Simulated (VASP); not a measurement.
# Cs (Fd-3m) in VASP: notebook

Cs is run at these levels: PBEsol; tasks: single point.

All numbers are computed with VASP 6.6.1; they aren't measurements. Logs are shortened: lines on timing, memory, paths and dates and some standing lists are left out, and cuts for length are marked.

## Step 1: The cell of the first run

It takes space group Fd-3m (No. 227, cubic). The conventional cell has a = 8.728 Å, b = 8.728 Å, c = 8.728 Å, α = 90.00°, β = 90.00°, γ = 90.00°. Within 5.0 Å of Cs (site symmetry -43m) lie 4 Cs at 3.78 Å.

## Step 2: Single point, PBEsol

INCAR reads:

```
SYSTEM = Cs
PREC = Accurate
ENCUT = 520
EDIFF = 1E-6
ISMEAR = -1
SIGMA = 0.05
LREAL = .False.
LASPH = .True.
NELM = 60
ALGO = Normal
ISIF = 2
LWAVE = .False.
LCHARG = .False.
GGA = PS
NBANDS = 16
```

KPOINTS reads:

```
regular mesh
0
Gamma
  7 7 7
  0 0 0
```

POSCAR reads:

```
Cs
1.0
    0.0000000000      4.3642201671      4.3642201671
    4.3642201671      0.0000000000      4.3642201671
    4.3642201671      4.3642201671      0.0000000000
Cs
2
Direct
   -0.1250000000     -0.1250000000     -0.1250000000
    0.1250000000      0.1250000000      0.1250000000
```

Potentials or basis: VASP PAW PBE potentials, release 64 (Cs_sv).

Started as:

```
> cat potpaw_PBE.64/Cs_sv/POTCAR > POTCAR
> mpirun -np 1 vasp_std > vasp.out
```

OUTCAR:

```text
SYSTEM = Cs
   PREC = Accurate
   ENCUT = 520
   EDIFF = 1E-6
   ISMEAR = -1
   LREAL = .False.
   LASPH = .True.
   NELM = 60
   ISIF = 2
   GGA = PS

 ion  position               nearest neighbor table
   1  0.875  0.875  0.875-
   2  0.125  0.125  0.125-

  LATTYP: Found a face centered cubic cell.
 ALAT       =     8.7284403342

  Lattice vectors:

 A1 = (   0.0000000000,   4.3642201671,   4.3642201671)
 A2 = (   4.3642201671,   0.0000000000,   4.3642201671)
 A3 = (   4.3642201671,   4.3642201671,   0.0000000000)

Analysis of symmetry for initial positions (statically):
=====================================================================
 Subroutine PRICEL returns:
 Original cell was already a primitive cell.

 Routine SETGRP: Setting up the symmetry group for a
 face centered cubic supercell.

 Subroutine GETGRP returns: Found 48 space group operations
 (whereof 12 operations were pure point group operations)
 out of a pool of 48 trial point group operations.

The static configuration has the point symmetry D_3d.
 The point group associated with its full space group is O_h .

Analysis of symmetry for dynamics (positions and initial velocities):
=====================================================================
 Subroutine PRICEL returns:
 Original cell was already a primitive cell.

 Routine SETGRP: Setting up the symmetry group for a
 face centered cubic supercell.

 Subroutine GETGRP returns: Found 48 space group operations
 (whereof 12 operations were pure point group operations)
 out of a pool of 48 trial point group operations.

The dynamic configuration has the point symmetry D_3d.
 The point group associated with its full space group is O_h .

 Subroutine INISYM returns: Found 48 space group operations
 (whereof 12 operations are pure point group operations),
 and found     1 'primitive' translations

----------------------------------------------------------------------------------------

                                     Primitive cell

  volume of cell :     166.2455

  direct lattice vectors                    reciprocal lattice vectors
     0.000000000  4.364220167  4.364220167    -0.114568005  0.114568005  0.114568005
     4.364220167  0.000000000  4.364220167     0.114568005 -0.114568005  0.114568005
     4.364220167  4.364220167  0.000000000     0.114568005  0.114568005 -0.114568005

  length of vectors
     6.171939349  6.171939349  6.171939349     0.198437606  0.198437606  0.198437606

  position of ions in fractional coordinates (direct lattice)
     0.875000000  0.875000000  0.875000000
     0.125000000  0.125000000  0.125000000

  ion indices of the primitive-cell ions
   primitive index   ion index
                 1           1
                 2           2

----------------------------------------------------------------------------------------

 KPOINTS: regular mesh

Automatic generation of k-mesh.
 Grid dimensions read from file:
 generate k-points for:    7    7    7

 Generating k-lattice:

  Cartesian coordinates                     Fractional coordinates (reciprocal lattice)
    -0.016366858  0.016366858  0.016366858     0.142857143  0.000000000  0.000000000
     0.016366858 -0.016366858  0.016366858     0.000000000  0.142857143  0.000000000
     0.016366858  0.016366858 -0.016366858     0.000000000  0.000000000  0.142857143

  Length of vectors
     0.028348229  0.028348229  0.028348229

  Shift w.r.t. Gamma in fractional coordinates (k-lattice)
     0.000000000  0.000000000  0.000000000

 Subroutine IBZKPT returns following result:
 ===========================================

 Found     20 irreducible k-points:

 Following reciprocal coordinates:
            Coordinates               Weight
  0.000000  0.000000  0.000000      1.000000
  0.142857  0.000000  0.000000      8.000000
  0.285714  0.000000  0.000000      8.000000
  0.428571  0.000000  0.000000      8.000000
  0.142857  0.142857  0.000000      6.000000
  0.285714  0.142857  0.000000     24.000000
[... 12 lines left out ...]
 -0.428571  0.428571  0.142857     24.000000
 -0.285714  0.428571  0.142857     24.000000
   k-points           NKPTS =     20   k-points in BZ     NKDIM =     20   number of bands    NBANDS=     16
   number of dos      NEDOS =    301   number of ions     NIONS =      2
   total plane-waves  NPLWV = 110592
   dimension x,y,z NGX =    48 NGY =   48 NGZ =   48
   dimension x,y,z NGXF=    96 NGYF=   96 NGZF=   96
   ions per type =               2
   NGX,Y,Z   is equivalent  to a cutoff of  12.93, 12.93, 12.93 a.u.
   NGXF,Y,Z  is equivalent  to a cutoff of  25.86, 25.86, 25.86 a.u.
 SYSTEM =  Cs
   PREC   = accura    normal or accurate (medium, high low for compatibility)
   ISTART =      0    job   : 0-new  1-cont  2-samecut
   ICHARG =      2    charge: 1-file 2-atom 10-const
   ISPIN  =      1    spin polarized calculation?
   LNONCOLLINEAR =      F non collinear calculations
   LSORBIT =      F    spin-orbit coupling
   LASPH  =      T    aspherical Exc in radial PAW
   ENCUT  =  520.0 eV  38.22 Ry    6.18 a.u.  11.48 11.48 11.48*2*pi/ulx,y,z
   NELM   =     60;   NELMIN=  2; NELMDL= -5     # of ELM steps
   EDIFF  = 0.1E-05   stopping-criterion for ELM
   LREAL  =      F    real-space projection
   EDIFFG = 0.1E-04   stopping-criterion for IOM
   NSW    =      0    number of steps for IOM
   IBRION =     -1    ionic relax: 0-MD 1-quasi-New 2-CG
   NFREE  =      0    steps in history (QN), initial steepest desc. (CG)
   ISIF   =      2    stress and relaxation
   ISYM   =      2    0-nonsym 1-usesym 2-fastsym
   POTIM  = 0.5000    time-step for ionic-motion
   TEBEG  =    0.0;   TEEND  =   0.0 temperature during run
   PSTRESS=    0.0 pullay stress
   NELECT =      18.0000    total number of electrons
   NUPDOWN=      -1.0000    fix difference up-down
   EMIN   =  10.00;   EMAX   =-10.00  energy-range for DOS
   EFERMI =   0.00;   METHOD = LEGACY
   ISMEAR =    -1;   SIGMA  =   0.05  broadening in eV -4-tet -1-fermi 0-gaus
   EFERMI_NEDOS =   21; number of points for ismear=-14 and -15
   IALGO  =     38    algorithm
   IMIX   =      4    mixing-type and parameters
     AMIX     =   0.40;   BMIX     =  1.00
     AMIX_MAG =   1.60;   BMIX_MAG =  1.00
  volume/ion in A,a.u.               =      83.12       560.94
  Fermi-wavevector in a.u.,A,eV,Ry     =   0.780277  1.474510  8.283673  0.608833
  Thomas-Fermi vector in A             =   1.883555
   LORBIT       =      0    0 simple, 1 ext, 2 COOP (PROOUT), +10 PAW based schemes
   GGA     = PS    functional components
   LHFCALC =     F    Hartree Fock is set to
   AEXX    =    0.0000 exact exchange contribution
   IVDW    =     0    specifies the selected vdW correction
   LEPSILON=     F    determine dielectric tensor
   LRPA    =     F    only Hartree local field effects (RPA)
 non-spin polarized calculation
  energy-cutoff  :      520.00
  volume of cell :      166.25
 maximum number of plane-waves:      4504
 NGX is ok and might be reduce to    48
   NGX = 23   NGY = 23   NGZ = 23

 number of electron      18.0000001 magnetization

 Free energy of the ion-electron system (eV)
  ---------------------------------------------------
  ext. energy  EPLUGINS =         0.00000000
  ---------------------------------------------------
  free energy    TOTEN  =        -0.93150974 eV

  energy without entropy =       -0.89827791  energy(sigma->0) =       -0.91489383

 E-fermi :   1.2203     XC(G=0):  -6.3711

 val. band max:        1.2148056743   @ k =   0.4286   0.4286   0.0000
 cond. band min:       1.2608351317   @ k =  -0.4286   0.4286   0.0000
 fundamental gap:      0.0460294575
 Fermi energy:         1.2202611250

 k-point     1 :       0.0000    0.0000    0.0000
  band No.  band energies     occupation
      1     -23.2267      2.00000
      2     -22.8956      2.00000
      3     -10.2484      2.00000
      4     -10.2484      2.00000
      5     -10.2484      2.00000
      6      -9.5319      2.00000
[... 8 lines left out ...]
     15       3.9943      0.00000
     16       3.9943      0.00000

 k-point     2 :       0.1429    0.0000    0.0000
  band No.  band energies     occupation
      1     -23.2150      2.00000
      2     -22.9081      2.00000
      3     -10.2681      2.00000
      4     -10.2681      2.00000
      5     -10.2532      2.00000
      6      -9.5297      2.00000
[... 8 lines left out ...]
     15       3.4306      0.00000
     16       3.9438      0.00000

 k-point     3 :       0.2857    0.0000    0.0000
  band No.  band energies     occupation
      1     -23.1843      2.00000
      2     -22.9407      2.00000
      3     -10.3084      2.00000
      4     -10.3084      2.00000
      5     -10.2666      2.00000
      6      -9.5208      2.00000
[... 8 lines left out ...]
     15       3.3875      0.00000
     16       4.2192      0.00000

 k-point     4 :       0.4286    0.0000    0.0000
  band No.  band energies     occupation
      1     -23.1519      2.00000
      2     -22.9747      2.00000
      3     -10.3377      2.00000
      4     -10.3377      2.00000
      5     -10.2797      2.00000
      6      -9.5100      2.00000
[... 8 lines left out ...]
     15       3.2307      0.00000
     16       4.8242      0.00000
[... 248 lines left out ...]
 k-point    18 :      -0.4286    0.2857    0.1429
  band No.  band energies     occupation
      1     -23.1222      2.00000
      2     -23.0053      2.00000
      3     -10.4401      2.00000
      4     -10.3843      2.00000
      5     -10.0899      2.00000
      6      -9.7004      2.00000
[... 8 lines left out ...]
     15       3.9486      0.00000
     16       4.0974      0.00000

 k-point    19 :      -0.4286    0.4286    0.1429
  band No.  band energies     occupation
      1     -23.0972      2.00000
      2     -23.0309      2.00000
      3     -10.4416      2.00000
      4     -10.4249      2.00000
      5      -9.9863      2.00000
      6      -9.8154      2.00000
[... 8 lines left out ...]
     15       3.6935      0.00000
     16       4.1962      0.00000

 k-point    20 :      -0.2857    0.4286    0.1429
  band No.  band energies     occupation
      1     -23.0870      2.00000
      2     -23.0412      2.00000
      3     -10.4564      2.00000
      4     -10.4187      2.00000
      5      -9.9803      2.00000
      6      -9.8130      2.00000
[... 8 lines left out ...]
     15       3.9144      0.00000
     16       4.0090      0.00000

------------------------ aborting loop because EDIFF is reached ----------------------------------------

  FORCE on cell =-STRESS in cart. coord.  units (eV):
  Direction    XX          YY          ZZ          XY          YZ          ZX
  --------------------------------------------------------------------------------------
  -------------------------------------------------------------------------------------
  Total        1.0521496      1.0521496      1.0521496     -0.0000000     -0.0000000      0.0000000
  in kB       10.1400036     10.1400036     10.1400036     -0.0000000     -0.0000000      0.0000000
  external PRESSURE =      10.1400036 kB  Pullay stress =       0.0000000 kB

 VOLUME and BASIS-vectors are now :
 -----------------------------------------------------------------------------
  energy-cutoff  :      520.00
  volume of cell :      166.25
      direct lattice vectors                 reciprocal lattice vectors
     0.000000000  4.364220167  4.364220167    -0.114568005  0.114568005  0.114568005
     4.364220167  0.000000000  4.364220167     0.114568005 -0.114568005  0.114568005
     4.364220167  4.364220167  0.000000000     0.114568005  0.114568005 -0.114568005

 POSITION                                       TOTAL-FORCE (eV/Angst)
 -----------------------------------------------------------------------------------
      7.63739      7.63739      7.63739         0.000000     -0.000000     -0.000000
      1.09106      1.09106      1.09106        -0.000000      0.000000      0.000000
 -----------------------------------------------------------------------------------
    total drift:                                0.000000      0.000000      0.000000

  FREE ENERGIE OF THE ION-ELECTRON SYSTEM (eV)
  ---------------------------------------------------
  free  energy   TOTEN  =        -0.9315097398 eV

  energy  without entropy=       -0.8982779109  energy(sigma->0) =       -0.91489383
```

It took 26 s on 1 thread of AMD EPYC 9R45 (Zen 5), shared host; peak memory 0.27 GiB.

Results:

- Free energy: -0.9315 eV
- Pressure: 1.0 GPa

Caveat: the PAW data sets were made with another functional, which shifts forces and pressure a little; spin-orbit coupling is left out, which moves the levels of the heavy elements.

(Part 1 of 2 ends here.)
